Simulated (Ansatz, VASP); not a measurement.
**Two plane-wave programs on Ti3O**

```xyz
4
Lattice="2.9358 0.0000 0.0000 -1.4679 2.5425 0.0000 0.0000 0.0000 23.6362" Properties=species:S:1:pos:R:3 pbc="T T T"
Ti    0.0000    1.6950    8.5000
Ti    1.4679    0.8475   10.7118
Ti    0.0000    1.6950   12.9229
O    -0.7339    2.9662   15.9756
```

Alike in both runs: task single point; functional r2SCAN; k mesh 12 × 12 × 1; occupations gaussian, width 0.1 eV; no spin polarisation.

|  | VASP | Ansatz |
| --- | --- | --- |
| version | VASP 6.6.1 | Ansatz 0.2.0 |
| potentials or method | VASP PAW PBE potentials, release 64 (Ti_sv, O), cutoff 520 eV | scalar-relativistic, plane waves, PAW |
| valence electrons in the cell | 42 | 42 |

```csv
,VASP,Ansatz,Ansatz less VASP
gap on the k mesh at the Fermi level (eV),none,none,-
rms of the force components (eV/Å),0.814,0.807,-0.0067
"work function, face that differs most (eV)",4.74,4.74,-0.004
```

VASP's potentials were made for PBE, not for r2SCAN. Atom by atom the forces differ by 0.013 eV/Å (rms over components). A gap of «none» marks a metal or a gap that the smearing closes. Ansatz's warnings: xc potential rough in thin density.
